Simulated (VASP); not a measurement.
Input of a VASP 6.6.1 run:

Contents of INCAR:

```
ALGO = Normal
EDIFF = 1E-6
ENCUT = 520
GGA = PE
ISIF = 2
ISMEAR = -1
LASPH = True
LCHARG = False
LREAL = False
LWAVE = False
NBANDS = 46
NELM = 60
PREC = Accurate
SIGMA = 0.02
```

File KPOINTS:

```
k-points
0
Gamma
  8 8 8
```

POSCAR

```
In3GaP4
1.0
    2.0674101456      1.1936198041     13.5327069157
   -2.0674101456      1.1936198041     13.5327069157
    0.0000000000     -2.3872396082     13.5327069157
Ga In P
1 3 4
Direct
    1.0002704698      0.0002704698      0.0002704698
    0.2523793363      0.2523793363      0.2523793363
    0.5000668843      0.5000668843      0.5000668843
    0.7477988032      0.7477988032      0.7477988032
    0.3160059389      0.3160059389      0.3160059389
    0.5633800567      0.5633800567      0.5633800567
    0.8111133373      0.8111133373      0.8111133373
    0.0589851736      0.0589851736      0.0589851736
```

Potentials or basis: VASP PAW PBE potentials, release 64 (Ga_d, In_d, P).

Run with:

```sh
$ cat potpaw_PBE.64/Ga_d/POTCAR potpaw_PBE.64/In_d/POTCAR potpaw_PBE.64/P/POTCAR > POTCAR
$ mpirun -np 1 vasp_std > vasp.out
```

Question: What does it give for the pressure?

Answer: 0.0 GPa.

Question: What does it give for the largest force?

Answer: 0.005 eV/Å.

Question: What does it give for the band gap on the k mesh?

Answer: 0.38 eV.

Forces in eV/Å, atoms in the order of the input:
```
Ga   0.000  0.000  0.004
In   0.000  0.000 -0.001
In   0.000  0.000 -0.001
In   0.000  0.000 -0.001
P    0.000  0.000 -0.005
P    0.000  0.000  0.001
P    0.000  0.000  0.001
P    0.000  0.000  0.002
```

Caveat: spin-orbit coupling is left out, which moves the levels of the heavy elements. A k mesh can miss the band edges.
